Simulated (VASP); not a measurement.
A run of VASP 6.6.1:

File INCAR:

```
SYSTEM = Cd3S5
  PREC = Accurate
  ENCUT = 520
  EDIFF = 1E-6
  ISMEAR = 0
  SIGMA = 0.1
  LREAL = .FALSE.
  LASPH = .TRUE.
  NELM = 100
  ALGO = Normal
  ISIF = 2
  LWAVE = .FALSE.
  LCHARG = .TRUE.
  GGA = PE
  LELF = .TRUE.
  LVHAR = .TRUE.
  NBANDS = 43
```

The input KPOINTS:

```
regular mesh
0
G
  12 12 4
  0 0 0
```

The input POSCAR:

```
Cd3S5
1.0
    4.1033840024      0.0000000000      0.0000000000
   -2.0516920012      3.5536347876      0.0000000000
    0.0000000000      0.0000000000     12.4920121812
Cd S
3 5
Direct
    0.6666666667      0.3333333333      0.8757562122
    0.3333333333      0.6666666667      0.1242437878
    0.0000000000      0.0000000000      0.5000000000
    0.6666666667      0.3333333333      0.2266250987
    0.6666666667      0.3333333333      0.3946349638
    0.3333333333      0.6666666667      0.7733749013
    0.3333333333      0.6666666667      0.6053650362
    0.0000000000      0.0000000000      0.0000000000
```

Potentials or basis: VASP PAW PBE potentials, release 64 (Cd, S).

The run is started by

```bash
$ cat potpaw_PBE.64/Cd/POTCAR potpaw_PBE.64/S/POTCAR > POTCAR
$ mpirun -np 1 vasp_std > vasp.out
```

Hardware: 1 thread of Intel(R) Xeon(R) 6975P-C (Granite Rapids), with other jobs on the host.

Task: How long does it take, and how much memory?

Result: It took 5.9 min on 1 thread of Intel(R) Xeon(R) 6975P-C (Granite Rapids) (shared host), peak memory 0.55 GiB. Counts: scf iterations 14, k points 69.
